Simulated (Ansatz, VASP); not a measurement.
## NaHF2 in VASP and in Ansatz

The input INCAR:

```
ALGO = Normal
EDIFF = 1E-6
EDIFFG = -0.002
ENCUT = 520
GGA = PS
IBRION = 2
ISIF = 2
ISMEAR = 0
LASPH = T
LCHARG = F
LREAL = F
LWAVE = F
NELM = 60
NSW = 50
PREC = Accurate
SIGMA = 0.01
```

Contents of KPOINTS:

```
k-points
0
Gamma
  8 8 8
```

Contents of POSCAR:

```
NaHF2
1.0
    1.7390891650      1.0040635975      4.6001826244
   -1.7390891650      1.0040635975      4.6001826244
    0.0000000000     -2.0081271951      4.6001826244
Na H F
1 1 2
Direct
    0.0000000000      0.0000000000      0.0000000000
    0.5000000000      0.5000000000      0.5000000000
    0.4168324837      0.4168324837      0.4168324837
    0.5831675163      0.5831675163      0.5831675163
```

Input for Ansatz:

```yaml
crystal:
  lattice:
    - [1.73908916498, 1.00406359754, 4.60018262439]
    - [-1.73908916498, 1.00406359754, 4.60018262439]
    - [0.0, -2.00812719509, 4.60018262439]
  atoms:
    - { symbol: Na, position: [0.0, 0.0, 0.0] }
    - { symbol: H, position: [0.5, 0.5, 0.5] }
    - { symbol: F, position: [0.416832483723, 0.416832483723, 0.416832483723] }
    - { symbol: F, position: [0.583167516277, 0.583167516277, 0.583167516277] }
kpoints:
  mp_grid: { grid: [8, 8, 8] }
scf:
  occupations: { method: fixed }
  convergence: { dr2_threshold: 1.0e-10 }
hamiltonian:
  xc: pbesol
  pseudopotentials: { kind: all_electron, lapw: { basis_error: 0.0005 } }
output:
  forces: true
  stress: true
  eigenstates:
    kpoints:
      - [0.0, 0.0, 0.0]
      - [0.5, 0.5, 0.5]
      - [-0.5, 0.0, 0.0]
      - [0.0, -0.5, 0.0]
      - [0.0, 0.0, -0.5]
      - [-0.5, 0.0, -0.5]
      - [-0.5, -0.5, 0.0]
      - [0.0, -0.5, -0.5]
relax:
  f_tol: 0.002
  max_steps: 30
```

Change from the starting cell: z stretched by +0.5 %, x and y held.

Alike in both runs: task relaxation of the atoms; functional PBEsol; k mesh 8 × 8 × 8; no spin polarisation.

|  | VASP | Ansatz |
| --- | --- | --- |
| version | VASP 6.6.1 | Ansatz 0.2.0 |
| potentials or method | VASP PAW PBE potentials, release 64 (Na_pv, H, F), cutoff 520 eV | all-electron LAPW, scalar-relativistic |
| occupations | gaussian, width 0.01 eV | fixed |

```csv
,VASP,Ansatz,Ansatz less VASP
"gap on the k mesh at the Fermi level, each at its own relaxed structure (eV)",6.86,6.88,+0.018
```

VASP's potentials were made for PBE, not for PBEsol. Ansatz ran all-electron here, and VASP with PAW potentials.
